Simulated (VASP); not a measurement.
# Ga2O3 (R-3c) in VASP: relaxation of cell and atoms with PBE

Aim: the relaxation of cell and atoms of Ga2O3 with PBE.

Everything below comes from runs of VASP 6.6.1. Logs are shortened: lines on timing, memory, paths and dates and some standing lists are left out, and cuts for length are marked.

## Step 1: The cell of the first run

It takes space group R-3c (No. 167, trigonal). The conventional cell has a = 4.982 Å, b = 4.982 Å, c = 13.433 Å, α = 90.00°, β = 90.00°, γ = 120.00°. Within 2.5 Å of Ga (site symmetry 3) lie 6 O at 1.92 to 2.08 Å. Within 2.5 Å of O (site symmetry 2) lie 4 Ga at 1.92 to 2.08 Å.

## Step 2: Relaxation of cell and atoms, PBE

INCAR reads:

```
ALGO = Normal ; EDIFF = 1E-7
EDIFFG = -0.05 ; ENCUT = 600
GGA = PE ; IBRION = 2
ISIF = 3 ; ISMEAR = 0
LASPH = T ; LCHARG = F
LREAL = F ; LWAVE = F
NELM = 60 ; NSW = 100
PREC = Accurate ; SIGMA = 0.1
```

KPOINTS reads:

```
k-points
0
Gamma
  6 6 6
```

POSCAR reads:

```
Ga2O3
1.0
    2.4912496591      1.4383236613      4.4776700000
   -2.4912496591      1.4383236613      4.4776700000
    0.0000000000     -2.8766473226      4.4776700000
Ga O
4 6
Direct
    0.3554000000      0.3554000000      0.3554000000
    0.1446000000      0.1446000000      0.1446000000
    0.6446000000      0.6446000000      0.6446000000
    0.8554000000      0.8554000000      0.8554000000
    0.5549000000      0.9451000000      0.2500000000
    0.2500000000      0.5549000000      0.9451000000
    0.9451000000      0.2500000000      0.5549000000
    0.4451000000      0.0549000000      0.7500000000
    0.7500000000      0.4451000000      0.0549000000
    0.0549000000      0.7500000000      0.4451000000
```

Potentials or basis: VASP PAW PBE potentials, release 64 (Ga_d, O).

Started as:

```bash
> cat potpaw_PBE.64/Ga_d/POTCAR potpaw_PBE.64/O/POTCAR > POTCAR
> mpirun -np 1 vasp_std > vasp.out
```

OUTCAR:

```text
EDIFF = 1E-7
   EDIFFG = -0.05
   ENCUT = 600
   GGA = PE
   IBRION = 2
   ISIF = 3
   ISMEAR = 0
   LASPH = T
   LREAL = F
   NELM = 60
   NSW = 100
   PREC = Accurate

 ion  position               nearest neighbor table
   1  0.355  0.355  0.355-  10 1.92   8 1.92   9 1.92   5 2.08   7 2.08   6 2.08   2 2.83
   2  0.145  0.145  0.145-   9 1.92   8 1.92  10 1.92   5 2.08   7 2.08   6 2.08   1 2.83
   3  0.645  0.645  0.645-   7 1.92   5 1.92   6 1.92   8 2.08   9 2.08  10 2.08   4 2.83
   4  0.855  0.855  0.855-   6 1.92   5 1.92   7 1.92   8 2.08   9 2.08  10 2.08   3 2.83
   5  0.555  0.945  0.250-   3 1.92   4 1.92   1 2.08   2 2.08
   6  0.250  0.555  0.945-   4 1.92   3 1.92   1 2.08   2 2.08
   7  0.945  0.250  0.555-   3 1.92   4 1.92   1 2.08   2 2.08
   8  0.445  0.055  0.750-   1 1.92   2 1.92   3 2.08   4 2.08
   9  0.750  0.445  0.055-   2 1.92   1 1.92   3 2.08   4 2.08
  10  0.055  0.750  0.445-   1 1.92   2 1.92   3 2.08   4 2.08

  LATTYP: Found a trigonal (rhomboedric) cell.
 ALAT       =     5.3220887298
 COS(alpha) =     0.5617718428

  Lattice vectors:

 A1 = (   2.4912496591,   1.4383236613,   4.4776700000)
 A2 = (  -2.4912496591,   1.4383236613,   4.4776700000)
 A3 = (   0.0000000000,  -2.8766473226,   4.4776700000)

Analysis of symmetry for initial positions (statically):
=====================================================================
 Subroutine PRICEL returns:
 Original cell was already a primitive cell.

 Routine SETGRP: Setting up the symmetry group for a
 trigonal (rhombohedral) supercell.

 Subroutine GETGRP returns: Found 12 space group operations
 (whereof  6 operations were pure point group operations)
 out of a pool of 12 trial point group operations.

The static configuration has the point symmetry S_6 .
 The point group associated with its full space group is D_3d.

Analysis of symmetry for dynamics (positions and initial velocities):
=====================================================================
 Subroutine PRICEL returns:
 Original cell was already a primitive cell.

 Routine SETGRP: Setting up the symmetry group for a
 trigonal (rhombohedral) supercell.

 Subroutine GETGRP returns: Found 12 space group operations
 (whereof  6 operations were pure point group operations)
 out of a pool of 12 trial point group operations.

The dynamic configuration has the point symmetry S_6 .
 The point group associated with its full space group is D_3d.

 Subroutine INISYM returns: Found 12 space group operations
 (whereof  6 operations are pure point group operations),
 and found     1 'primitive' translations

----------------------------------------------------------------------------------------

                                     Primitive cell

  volume of cell :      96.2669

  direct lattice vectors                    reciprocal lattice vectors
     2.491249659  1.438323661  4.477670000     0.200702486  0.115875634  0.074443479
    -2.491249659  1.438323661  4.477670000    -0.200702486  0.115875634  0.074443479
     0.000000000 -2.876647323  4.477670000     0.000000000 -0.231751269  0.074443479

  length of vectors
     5.322088730  5.322088730  5.322088730     0.243414219  0.243414219  0.243414219

  position of ions in fractional coordinates (direct lattice)
     0.355400000  0.355400000  0.355400000
     0.144600000  0.144600000  0.144600000
     0.644600000  0.644600000  0.644600000
     0.855400000  0.855400000  0.855400000
     0.554900000  0.945100000  0.250000000
     0.250000000  0.554900000  0.945100000
     0.945100000  0.250000000  0.554900000
     0.445100000  0.054900000  0.750000000
     0.750000000  0.445100000  0.054900000
     0.054900000  0.750000000  0.445100000

  ion indices of the primitive-cell ions
   primitive index   ion index
                 1           1
                 2           2
                 3           3
                 4           4
                 5           5
                 6           6
                 7           7
                 8           8
                 9           9
                10          10

----------------------------------------------------------------------------------------

 KPOINTS: k-points

Automatic generation of k-mesh.
 Grid dimensions read from file:
 generate k-points for:    6    6    6

 Generating k-lattice:

  Cartesian coordinates                     Fractional coordinates (reciprocal lattice)
     0.033450414  0.019312606  0.012407247     0.166666667  0.000000000 -0.000000000
    -0.033450414  0.019312606  0.012407247     0.000000000  0.166666667 -0.000000000
     0.000000000 -0.038625211  0.012407247    -0.000000000 -0.000000000  0.166666667

  Length of vectors
     0.040569037  0.040569037  0.040569037

  Shift w.r.t. Gamma in fractional coordinates (k-lattice)
     0.000000000  0.000000000  0.000000000

 Subroutine IBZKPT returns following result:
 ===========================================

 Found     32 irreducible k-points:

 Following reciprocal coordinates:
            Coordinates               Weight
  0.000000  0.000000  0.000000      1.000000
  0.166667  0.000000  0.000000      6.000000
  0.333333  0.000000 -0.000000      6.000000
  0.500000  0.000000  0.000000      3.000000
  0.166667  0.166667 -0.000000      6.000000
  0.333333  0.166667  0.000000     12.000000
[... 16 lines left out ...]
  0.500000  0.500000  0.166667      6.000000
 -0.333333  0.500000  0.166667     12.000000
 [... further k-points ...]
   k-points           NKPTS =     32   k-points in BZ     NKDIM =     32   number of bands    NBANDS=     52
   number of dos      NEDOS =    301   number of ions     NIONS =     10
   total plane-waves  NPLWV = 110592
   dimension x,y,z NGX =    48 NGY =   48 NGZ =   48
   dimension x,y,z NGXF=    96 NGYF=   96 NGZF=   96
   ions per type =               4   6
   NGX,Y,Z   is equivalent  to a cutoff of  14.99, 14.99, 14.99 a.u.
   NGXF,Y,Z  is equivalent  to a cutoff of  29.99, 29.99, 29.99 a.u.
 SYSTEM =  unknown system
   PREC   = accura    normal or accurate (medium, high low for compatibility)
   ISTART =      0    job   : 0-new  1-cont  2-samecut
   ICHARG =      2    charge: 1-file 2-atom 10-const
   ISPIN  =      1    spin polarized calculation?
   LNONCOLLINEAR =      F non collinear calculations
   LSORBIT =      F    spin-orbit coupling
   LASPH  =      T    aspherical Exc in radial PAW
   ENCUT  =  600.0 eV  44.10 Ry    6.64 a.u.  10.63 10.63 10.63*2*pi/ulx,y,z
   NELM   =     60;   NELMIN=  2; NELMDL= -5     # of ELM steps
   EDIFF  = 0.1E-06   stopping-criterion for ELM
   LREAL  =      F    real-space projection
   EDIFFG = -.5E-01   stopping-criterion for IOM
   NSW    =    100    number of steps for IOM
   IBRION =      2    ionic relax: 0-MD 1-quasi-New 2-CG
   NFREE  =      1    steps in history (QN), initial steepest desc. (CG)
   ISIF   =      3    stress and relaxation
   ISYM   =      2    0-nonsym 1-usesym 2-fastsym
   POTIM  = 0.5000    time-step for ionic-motion
   TEBEG  =    0.0;   TEEND  =   0.0 temperature during run
   PSTRESS=    0.0 pullay stress
   NELECT =      88.0000    total number of electrons
   NUPDOWN=      -1.0000    fix difference up-down
   EMIN   =  10.00;   EMAX   =-10.00  energy-range for DOS
   EFERMI =   0.00;   METHOD = LEGACY
   ISMEAR =     0;   SIGMA  =   0.10  broadening in eV -4-tet -1-fermi 0-gaus
   EFERMI_NEDOS =   21; number of points for ismear=-14 and -15
   IALGO  =     38    algorithm
   IMIX   =      4    mixing-type and parameters
     AMIX     =   0.40;   BMIX     =  1.00
     AMIX_MAG =   1.60;   BMIX_MAG =  1.00
  volume/ion in A,a.u.               =       9.63        64.96
  Fermi-wavevector in a.u.,A,eV,Ry     =   1.588827  3.002448 34.346162  2.524372
  Thomas-Fermi vector in A             =   2.687771
   LORBIT       =      0    0 simple, 1 ext, 2 COOP (PROOUT), +10 PAW based schemes
   GGA     = PE    functional components
   LHFCALC =     F    Hartree Fock is set to
   AEXX    =    0.0000 exact exchange contribution
   IVDW    =     0    specifies the selected vdW correction
   LEPSILON=     F    determine dielectric tensor
   LRPA    =     F    only Hartree local field effects (RPA)
 conjugate gradient relaxation of ions
 non-spin polarized calculation
 Gauss-broadening in eV      SIGMA  =   0.10
  energy-cutoff  :      600.00
  volume of cell :       96.27
 maximum number of plane-waves:      3233
 NGX is ok and might be reduce to    48
   NGX = 21   NGY = 21   NGZ = 21

--------------------------------------- Ionic step        1  -------------------------------------------

 number of electron      88.0000004 magnetization

 Free energy of the ion-electron system (eV)
  ---------------------------------------------------
  ext. energy  EPLUGINS =         0.00000000
  ---------------------------------------------------
  free energy    TOTEN  =       -59.24584659 eV

  energy without entropy =      -59.24584659  energy(sigma->0) =      -59.24584659

------------------------ aborting loop because EDIFF is reached ----------------------------------------

  FORCE on cell =-STRESS in cart. coord.  units (eV):
  Direction    XX          YY          ZZ          XY          YZ          ZX
  --------------------------------------------------------------------------------------
  -------------------------------------------------------------------------------------
  Total        6.5629810      6.5629810      5.7966411      0.0000000     -0.0000000      0.0000000
  in kB      109.2281354    109.2281354     96.4738887      0.0000000     -0.0000000      0.0000000
  external PRESSURE =     104.9767198 kB  Pullay stress =       0.0000000 kB
[... 161 lines left out ...]
  energy  without entropy=      -59.3953148503  energy(sigma->0) =      -59.39531485

--------------------------------------- Ionic step        5  -------------------------------------------

 number of electron      88.0000001 magnetization

 Free energy of the ion-electron system (eV)
  ---------------------------------------------------
  ext. energy  EPLUGINS =         0.00000000
  ---------------------------------------------------
  free energy    TOTEN  =       -59.39686863 eV

  energy without entropy =      -59.39686863  energy(sigma->0) =      -59.39686863

 E-fermi :   4.5856     XC(G=0): -11.9446

 val. band max:        4.0708983625   @ k =  -0.1667   0.1667   0.0000
 cond. band min:       6.4340449013   @ k =   0.0000   0.0000   0.0000
 fundamental gap:      2.3631465388
 Fermi energy:         4.5855751257

 k-point     1 :       0.0000    0.0000    0.0000
  band No.  band energies     occupation
      1     -14.5886      2.00000
      2     -12.7435      2.00000
      3     -12.7435      2.00000
      4     -12.7155      2.00000
      5     -12.6992      2.00000
      6     -12.6992      2.00000
[... 1309 lines left out ...]
     51      13.7871      0.00000
     52      14.6052      0.00000

 [... further k-points ...]
[... 5 lines left out ...]
  --------------------------------------------------------------------------------------
  -------------------------------------------------------------------------------------
  Total        0.0660935      0.0660935      0.0759497     -0.0000000      0.0000000     -0.0000000
  in kB        1.0494304      1.0494304      1.2059273     -0.0000000      0.0000000     -0.0000000
  external PRESSURE =       1.1015961 kB  Pullay stress =       0.0000000 kB
[... 25 lines left out ...]
  FREE ENERGIE OF THE ION-ELECTRON SYSTEM (eV)
  ---------------------------------------------------
  free  energy   TOTEN  =       -59.3968686267 eV

  energy  without entropy=      -59.3968686267  energy(sigma->0) =      -59.39686863

 reached required accuracy - stopping structural energy minimisation
```

It took 20 min on 1 thread of Intel Xeon 8259CL, shared host; peak memory 0.43 GiB.

What came out:

```yaml
Free_energy: -59.3969 eV
Relaxed_volume: 10.09 Å³/atom
Relaxed_cell: a = 5.405 Å, b = 5.405 Å, c = 5.405 Å, α = 55.85°, β = 55.85°, γ = 55.85°
Space_group_after_relaxing_to_0.1_Å: R-3c (No. 167)
Energy_gained_by_relaxing: 15.1 meV/atom
Ionic_steps: 5
Pressure_after_relaxing: 0.1 GPa
Largest_force_after_relaxing: 0.032 eV/Å
Band_gap_on_the_k_mesh: 2.36 eV (least direct gap 2.60 eV)
```

Forces in eV/Å, atoms in the order of the input:
```
Ga   0.000  0.000  0.032
Ga   0.000  0.000 -0.032
Ga   0.000  0.000 -0.032
Ga   0.000  0.000  0.032
O   -0.030  0.000  0.000
O    0.015 -0.026  0.000
O    0.015  0.026  0.000
O    0.030  0.000  0.000
O   -0.015  0.026  0.000
O   -0.015 -0.026  0.000
```

Step by step:
| step | energy change (eV) | largest force (eV/Å) | pressure (GPa) | volume (Å³) |
| --- | --- | --- | --- | --- |
| 1 | 0.0000 | 0.1338 | 10.50 | 96.27 |
| 2 | -0.0420 | 0.0502 | -7.60 | 105.32 |
| 3 | -0.1495 | 0.0762 | -0.10 | 101.00 |
| 4 | -0.1495 | 0.0771 | 0.09 | 100.91 |
| 5 | -0.1510 | 0.0319 | 0.11 | 100.91 |

Final structure:
```yaml
crystal:
  lattice:
    - [2.53118, 1.46138, 4.54650]
    - [-2.53118, 1.46138, 4.54650]
    - [0.00000, -2.92276, 4.54650]
  atoms:
    - { symbol: Ga, position: [0.35564, 0.35564, 0.35564] }
    - { symbol: Ga, position: [0.14436, 0.14436, 0.14436] }
    - { symbol: Ga, position: [0.64436, 0.64436, 0.64436] }
    - { symbol: Ga, position: [0.85564, 0.85564, 0.85564] }
    - { symbol: O, position: [0.55355, 0.94645, 0.25000] }
    - { symbol: O, position: [0.25000, 0.55355, 0.94645] }
    - { symbol: O, position: [0.94645, 0.25000, 0.55355] }
    - { symbol: O, position: [0.44645, 0.05355, 0.75000] }
    - { symbol: O, position: [0.75000, 0.44645, 0.05355] }
    - { symbol: O, position: [0.05355, 0.75000, 0.44645] }
```

Caveat: the relaxation stopped at a loose force limit of 0.05 eV/Å, so its end isn't a converged minimum.
